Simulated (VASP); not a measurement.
## ZrSi2: single point with PBEsol

Crystal: ZrSi2.

```xyz
12
Lattice="3.8212 0.0000 0.0000 0.0000 15.1485 0.0000 0.0000 0.0000 3.5754" Properties=species:S:1:pos:R:3 pbc="T T T"
Zr    0.0000    1.6107    0.8938
Zr    1.9106    5.9636    2.6815
Zr    1.9106    9.1849    0.8938
Zr    0.0000   13.5379    2.6815
Si    0.0000    6.7672    0.8938
Si    1.9106    0.8070    2.6815
Si    1.9106    3.7633    0.8938
Si    0.0000    3.8110    2.6815
Si    1.9106   14.3415    0.8938
Si    0.0000    8.3813    2.6815
Si    0.0000   11.3375    0.8938
Si    1.9106   11.3853    2.6815
```

This cell differs from its parent crystal: biaxial strain in the a-b plane: +4.0 %, then relaxed in part.

```yaml
Program: VASP 6.6.1
Task: single point
Functional: PBEsol
Potentials_or_basis: VASP PAW PBE potentials, release 64 (Zr_sv, Si)
Cutoff: 520 eV
k_mesh: 10 × 4 × 10
Occupations: gaussian, width 0.1 eV
Spin: no spin polarisation
```

The pressure is -5.7 GPa, the largest force is 0.005 eV/Å and the band gap on the k mesh is zero (bands 40 and 41 overlap by 0.78 eV).

Forces on the atoms (eV/Å):
```
Zr   0.000 -0.001  0.000
Zr   0.000  0.001  0.000
Zr   0.000 -0.001  0.000
Zr   0.000  0.001  0.000
Si   0.000  0.005  0.000
Si   0.000 -0.005  0.000
Si   0.000 -0.002  0.000
Si   0.000  0.002  0.000
Si   0.000  0.005  0.000
Si   0.000 -0.005  0.000
Si   0.000 -0.002  0.000
Si   0.000  0.002  0.000
```

Stress tensor (GPa, compression positive):
```
-9.37  0.00  0.00
 0.00 -7.85  0.00
 0.00  0.00  0.16
```

Levels at points of the mesh, in eV from the Fermi level:
```csv
k point,band 38,band 39,band 40,band 41,band 42,band 43
"(0.00, 0.00, 0.00)",-1.49,-0.19,0.17,0.92,1.15,1.22
"(0.50, 0.00, 0.00)",-0.94,-0.42,-0.42,0.33,0.33,0.99
"(0.00, 0.50, 0.00)",-1.71,-0.08,-0.08,1.18,1.18,1.24
"(0.50, 0.50, 0.00)",-0.85,-0.10,-0.10,-0.04,-0.04,0.90
"(0.00, 0.00, 0.50)",-1.02,-0.31,-0.31,-0.18,-0.18,-0.10
"(0.50, 0.00, 0.50)",-2.04,-2.04,-2.04,1.83,1.83,1.83
"(0.00, 0.50, 0.50)",-0.70,-0.70,-0.70,-0.18,-0.18,-0.18
"(0.50, 0.50, 0.50)",-2.03,-2.03,-2.03,1.87,1.87,1.87
```

It took 40 min on 1 thread of Oxide Virtual Turin-like Processor, on a shared host, peak memory 0.84 GiB.

Caveat: the cell differs from its parent crystal (biaxial strain in the a-b plane: +4.0 %, then relaxed in part); the cell stands under tension; the PAW data sets were made with another functional, which shifts forces and pressure a little.
